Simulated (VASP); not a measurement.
# NbC2 (P-1) in VASP: single point with PBE

Aim: the single point of NbC2 with PBE.

Program: VASP 6.6.1. These are calculated values, not measurements. Logs are shortened: lines on timing, memory, paths and dates and some standing lists are left out, and cuts for length are marked.

**1. The cell of the first run**

The typed cell holds 12 atoms: a = 3.225 Å, b = 4.122 Å, c = 10.537 Å, α = 79.15°, β = 88.15°, γ = 68.61°.

**2. Single point, PBE**

Contents of INCAR:

```
ALGO = Fast
EDIFF = 1E-6
ENCUT = 520
GGA = PE
ISIF = 2
ISMEAR = 0
KPAR = 4
LASPH = True
LCHARG = True
LREAL = False
LVHAR = True
LWAVE = False
NBANDS = 54
NELM = 80
PREC = Accurate
SIGMA = 0.1
```

Contents of KPOINTS:

```
k-points
0
Gamma
  12 10 4
```

Contents of POSCAR:

```
NbC2
1.0
    3.2246647943     -0.0003531693      0.0068285887
    1.5035700563      3.8380486417      0.0052724525
    0.3177609984      1.9920414494     10.3422045673
Nb C
4 8
Direct
    0.7772618390      0.4183185094      0.1461964762
    0.5265178360      0.0872676969      0.6342265692
    0.4734821640      0.9127323031      0.3657734308
    0.2227381610      0.5816814906      0.8538035238
    0.7984388618      0.3132623500      0.3654806205
    0.5275819286      0.9958889353      0.8284203415
    0.4202489696      0.1415078807      0.0389088714
    0.0524765353      0.6515012677      0.5120128225
    0.9475234647      0.3484987323      0.4879871775
    0.5797510304      0.8584921193      0.9610911286
    0.4724180714      0.0041110647      0.1715796585
    0.2015611382      0.6867376500      0.6345193795
```

Potentials or basis: VASP PAW PBE potentials, release 64 (Nb_sv, C).

Started as:

```bash
cat potpaw_PBE.64/Nb_sv/POTCAR potpaw_PBE.64/C/POTCAR > POTCAR
mpirun -np 4 vasp_std > vasp.out
```

OUTCAR:

```text
EDIFF = 1E-6
   ENCUT = 520
   GGA = PE
   ISIF = 2
   ISMEAR = 0
   LASPH = True
   LREAL = False
   NELM = 80
   PREC = Accurate

 ion  position               nearest neighbor table
   1  0.777  0.418  0.146-  11 2.23  11 2.26   5 2.27  11 2.32  10 2.33   7 2.33   7 2.34
   2  0.527  0.087  0.634-   6 2.01  12 2.20  12 2.25   9 2.26  12 2.31   9 2.38   8 2.41   8 2.50

   3  0.473  0.913  0.366-  11 2.01   5 2.20   5 2.25   8 2.26   5 2.31   8 2.38   9 2.41   9 2.50

   4  0.223  0.582  0.854-   6 2.23   6 2.26  12 2.27   6 2.32   7 2.33  10 2.33  10 2.34
   5  0.798  0.313  0.365-   9 1.44   3 2.20   3 2.25   1 2.27   3 2.31
   6  0.528  0.996  0.828-  10 1.40   2 2.01   4 2.23   4 2.26   4 2.32
   7  0.420  0.142  0.039-  11 1.40  10 1.48   4 2.33   1 2.33   1 2.34
   8  0.052  0.652  0.512-  12 1.44   9 1.47   3 2.26   3 2.38   2 2.41   2 2.50
   9  0.948  0.348  0.488-   5 1.44   8 1.47   2 2.26   2 2.38   3 2.41   3 2.50
  10  0.580  0.858  0.961-   6 1.40   7 1.48   1 2.33   4 2.33   4 2.34
  11  0.472  0.004  0.172-   7 1.40   3 2.01   1 2.23   1 2.26   1 2.32
  12  0.202  0.687  0.635-   8 1.44   2 2.20   2 2.25   4 2.27   2 2.31

  LATTYP: Found a triclinic cell.
 ALAT       =     4.1220587197
 B/A-ratio  =     3.4353673796
 C/A-ratio  =     0.7822964841
 COS(alpha) =     0.0085507813
 COS(beta)  =     0.3646618344
 COS(gamma) =     0.6392390861

  Lattice vectors:

 A1 = (   1.5035700563,   3.8380486417,   0.0052724525)
 A2 = (   0.1002363167,   9.6684919021,  10.3459208836)
 A3 = (   3.2246647943,  -0.0003531693,   0.0068285887)

Analysis of symmetry for initial positions (statically):
=====================================================================
 Subroutine PRICEL returns:
 Original cell was already a primitive cell.

 Routine SETGRP: Setting up the symmetry group for a
 triclinic supercell.

 Subroutine GETGRP returns: Found  2 space group operations
 (whereof  2 operations were pure point group operations)
 out of a pool of  2 trial point group operations.

The static configuration has the point symmetry S_2 .

Analysis of symmetry for dynamics (positions and initial velocities):
=====================================================================
 Subroutine PRICEL returns:
 Original cell was already a primitive cell.

 Routine SETGRP: Setting up the symmetry group for a
 triclinic supercell.

 Subroutine GETGRP returns: Found  2 space group operations
 (whereof  2 operations were pure point group operations)
 out of a pool of  2 trial point group operations.

The dynamic configuration has the point symmetry S_2 .

 Subroutine INISYM returns: Found  2 space group operations
 (whereof  2 operations are pure point group operations),
 and found     1 'primitive' translations

----------------------------------------------------------------------------------------

                                     Primitive cell

  volume of cell :     127.9832

  direct lattice vectors                    reciprocal lattice vectors
     3.224664794 -0.000353169  0.006828589     0.310067068 -0.121489004  0.013873629
     1.503570056  3.838048642  0.005272453     0.000134825  0.260565201 -0.050192347
     0.317760998  1.992041449 10.342204567    -0.000204795 -0.000052621  0.096707611

  length of vectors
     3.224672044  4.122058720 10.537096208     0.333307129  0.265355449  0.096707842

  position of ions in fractional coordinates (direct lattice)
     0.777261839  0.418318509  0.146196476
     0.526517836  0.087267697  0.634226569
     0.473482164  0.912732303  0.365773431
     0.222738161  0.581681491  0.853803524
     0.798438862  0.313262350  0.365480621
     0.527581929  0.995888935  0.828420341
     0.420248970  0.141507881  0.038908871
     0.052476535  0.651501268  0.512012822
     0.947523465  0.348498732  0.487987178
     0.579751030  0.858492119  0.961091129
     0.472418071  0.004111065  0.171579659
     0.201561138  0.686737650  0.634519379

  ion indices of the primitive-cell ions
   primitive index   ion index
                 1           1
                 2           2
                 3           3
                 4           4
                 5           5
                 6           6
                 7           7
                 8           8
                 9           9
                10          10
                11          11
                12          12

----------------------------------------------------------------------------------------

 KPOINTS: k-points

Automatic generation of k-mesh.
 Grid dimensions read from file:
 generate k-points for:   12   10    4

 Generating k-lattice:

  Cartesian coordinates                     Fractional coordinates (reciprocal lattice)
     0.025838922 -0.010124084  0.001156136     0.083333333 -0.000000000  0.000000000
     0.000013483  0.026056520 -0.005019235    -0.000000000  0.100000000 -0.000000000
    -0.000051199 -0.000013155  0.024176903    -0.000000000  0.000000000  0.250000000

  Length of vectors
     0.027775594  0.026535545  0.024176961

  Shift w.r.t. Gamma in fractional coordinates (k-lattice)
     0.000000000  0.000000000  0.000000000

 Subroutine IBZKPT returns following result:
 ===========================================

 Found    244 irreducible k-points:

 Following reciprocal coordinates:
            Coordinates               Weight
  0.000000  0.000000  0.000000      1.000000
  0.083333 -0.000000  0.000000      2.000000
  0.166667 -0.000000  0.000000      2.000000
  0.250000  0.000000  0.000000      2.000000
  0.333333  0.000000  0.000000      2.000000
  0.416667  0.000000  0.000000      2.000000
[... 16 lines left out ...]
  0.250000  0.200000  0.000000      2.000000
  0.333333  0.200000 -0.000000      2.000000
 [... further k-points ...]
   k-points           NKPTS =    244   k-points in BZ     NKDIM =    244   number of bands    NBANDS=     54
   number of dos      NEDOS =    301   number of ions     NIONS =     12
   total plane-waves  NPLWV =  61440
   dimension x,y,z NGX =    24 NGY =   32 NGZ =   80
   dimension x,y,z NGXF=    48 NGYF=   64 NGZF=  160
   ions per type =               4   8
   NGX,Y,Z   is equivalent  to a cutoff of  12.37, 12.91, 12.62 a.u.
   NGXF,Y,Z  is equivalent  to a cutoff of  24.75, 25.81, 25.24 a.u.
 SYSTEM =  unknown system
   PREC   = accura    normal or accurate (medium, high low for compatibility)
   ISTART =      0    job   : 0-new  1-cont  2-samecut
   ICHARG =      2    charge: 1-file 2-atom 10-const
   ISPIN  =      1    spin polarized calculation?
   LNONCOLLINEAR =      F non collinear calculations
   LSORBIT =      F    spin-orbit coupling
   LASPH  =      T    aspherical Exc in radial PAW
   ENCUT  =  520.0 eV  38.22 Ry    6.18 a.u.   6.00  7.66 19.59*2*pi/ulx,y,z
   NELM   =     80;   NELMIN=  2; NELMDL= -5     # of ELM steps
   EDIFF  = 0.1E-05   stopping-criterion for ELM
   LREAL  =      F    real-space projection
[... 7 lines left out ...]
   TEBEG  =    0.0;   TEEND  =   0.0 temperature during run
   PSTRESS=    0.0 pullay stress
   NELECT =      84.0000    total number of electrons
   NUPDOWN=      -1.0000    fix difference up-down
   EMIN   =  10.00;   EMAX   =-10.00  energy-range for DOS
   EFERMI =   0.00;   METHOD = LEGACY
   ISMEAR =     0;   SIGMA  =   0.10  broadening in eV -4-tet -1-fermi 0-gaus
   EFERMI_NEDOS =   21; number of points for ismear=-14 and -15
   IALGO  =     68    algorithm
   IMIX   =      4    mixing-type and parameters
     AMIX     =   0.40;   BMIX     =  1.00
     AMIX_MAG =   1.60;   BMIX_MAG =  1.00
  volume/ion in A,a.u.               =      10.67        71.97
  Fermi-wavevector in a.u.,A,eV,Ry     =   1.422712  2.688535 27.539671  2.024109
  Thomas-Fermi vector in A             =   2.543386
   LORBIT       =      0    0 simple, 1 ext, 2 COOP (PROOUT), +10 PAW based schemes
   GGA     = PE    functional components
   LHFCALC =     F    Hartree Fock is set to
   AEXX    =    0.0000 exact exchange contribution
   IVDW    =     0    specifies the selected vdW correction
   LEPSILON=     F    determine dielectric tensor
   LRPA    =     F    only Hartree local field effects (RPA)
 non-spin polarized calculation
 RMM-DIIS sequential band-by-band and
 Gauss-broadening in eV      SIGMA  =   0.10
  energy-cutoff  :      520.00
  volume of cell :      127.98
 maximum number of plane-waves:      3476
   NGX = 11   NGY = 15   NGZ = 39

 number of electron      84.0000000 magnetization

 Free energy of the ion-electron system (eV)
  ---------------------------------------------------
  ext. energy  EPLUGINS =         0.00000000
  ---------------------------------------------------
  free energy    TOTEN  =      -111.47148184 eV

  energy without entropy =     -111.45122289  energy(sigma->0) =     -111.46135237

 E-fermi :   9.9767     XC(G=0): -12.2412

 val. band max:        9.9739013166   @ k =  -0.0833   0.2000   0.2500
 cond. band min:       9.9790129358   @ k =   0.2500   0.5000   0.2500
 fundamental gap:      0.0051116192
 Fermi energy:         9.9766962542

 k-point     1 :       0.0000    0.0000    0.0000
  band No.  band energies     occupation
      1     -45.5715      2.00000
      2     -45.5500      2.00000
      3     -45.5176      2.00000
      4     -45.5007      2.00000
      5     -21.9632      2.00000
      6     -21.8563      2.00000
[... 46 lines left out ...]
     53      13.5953      0.00000
     54      14.3405      0.00000

 k-point     2 :       0.0833   -0.0000    0.0000
  band No.  band energies     occupation
      1     -45.5689      2.00000
      2     -45.5475      2.00000
      3     -45.5162      2.00000
      4     -45.4997      2.00000
      5     -21.9567      2.00000
      6     -21.8564      2.00000
[... 46 lines left out ...]
     53      13.7403      0.00000
     54      14.5634      0.00000
[... 1195 lines left out ...]
     53      13.8645      0.00000
     54      14.4979      0.00000

 k-point    24 :       0.3333    0.2000   -0.0000
  band No.  band energies     occupation
      1     -45.5418      2.00000
      2     -45.5222      2.00000
      3     -45.5012      2.00000
      4     -45.4905      2.00000
      5     -21.9154      2.00000
      6     -21.8868      2.00000
[... 46 lines left out ...]
     53      13.9369      0.00000
     54      14.8404      0.00000

 [... further k-points ...]
[... 5 lines left out ...]
  --------------------------------------------------------------------------------------
  -------------------------------------------------------------------------------------
  Total       -0.1252646     -0.0536469      0.0301580      0.0446933      0.0717073      0.0700194
  in kB       -1.5681442     -0.6715872      0.3775379      0.5595001      0.8976786      0.8765479
  external PRESSURE =      -0.6207312 kB  Pullay stress =       0.0000000 kB

 VOLUME and BASIS-vectors are now :
 -----------------------------------------------------------------------------
  energy-cutoff  :      520.00
  volume of cell :      127.98
      direct lattice vectors                 reciprocal lattice vectors
     3.224664794 -0.000353169  0.006828589     0.310067068 -0.121489004  0.013873629
     1.503570056  3.838048642  0.005272453     0.000134825  0.260565201 -0.050192347
     0.317760998  1.992041449 10.342204567    -0.000204795 -0.000052621  0.096707611

 POSITION                                       TOTAL-FORCE (eV/Angst)
 -----------------------------------------------------------------------------------
      3.18184      1.89648      1.51951         0.002902     -0.001943      0.007069
      2.03059      1.59816      6.56336        -0.002795     -0.005769      0.015719
      3.01541      4.23158      3.79095         0.002795      0.005769     -0.015719
      1.86416      3.93326      8.83480        -0.002902      0.001943     -0.007069
      3.16185      1.93009      3.78698        -0.024944     -0.023566     -0.051589
      3.46190      5.47233      8.57655         0.000958      0.005120     -0.088524
      1.58029      0.62047      0.40602         0.000611      0.037031     -0.038893
      1.31149      3.52043      5.29913         0.000328      0.014906     -0.038910
      3.73450      2.30931      5.05517        -0.000328     -0.014906      0.038910
      3.46570      5.20926      9.94829        -0.000611     -0.037031      0.038893
      1.58409      0.35741      1.77776        -0.000958     -0.005120      0.088524
      1.88415      3.89965      6.56733         0.024944      0.023566      0.051589
 -----------------------------------------------------------------------------------
    total drift:                                0.000000      0.000000     -0.000000

  FREE ENERGIE OF THE ION-ELECTRON SYSTEM (eV)
  ---------------------------------------------------
  free  energy   TOTEN  =      -111.4714818446 eV

  energy  without entropy=     -111.4512228903  energy(sigma->0) =     -111.46135237
```

It took 42 min on 4 MPI ranks of Oxide Virtual Turin-like, shared host; peak memory 1.1 GiB.

What came out:

```yaml
Free_energy: -111.4715 eV
Pressure: -0.1 GPa
Largest_force: 0.089 eV/Å
Band_gap_on_the_k_mesh: zero (bands 42 and 43 overlap by 1.11 eV)
```

Forces on the atoms (eV/Å):
```
Nb   0.003 -0.002  0.007
Nb  -0.003 -0.006  0.016
Nb   0.003  0.006 -0.016
Nb  -0.003  0.002 -0.007
C   -0.025 -0.024 -0.052
C    0.001  0.005 -0.089
C    0.001  0.037 -0.039
C    0.000  0.015 -0.039
C    0.000 -0.015  0.039
C   -0.001 -0.037  0.039
C   -0.001 -0.005  0.089
C    0.025  0.024  0.052
```
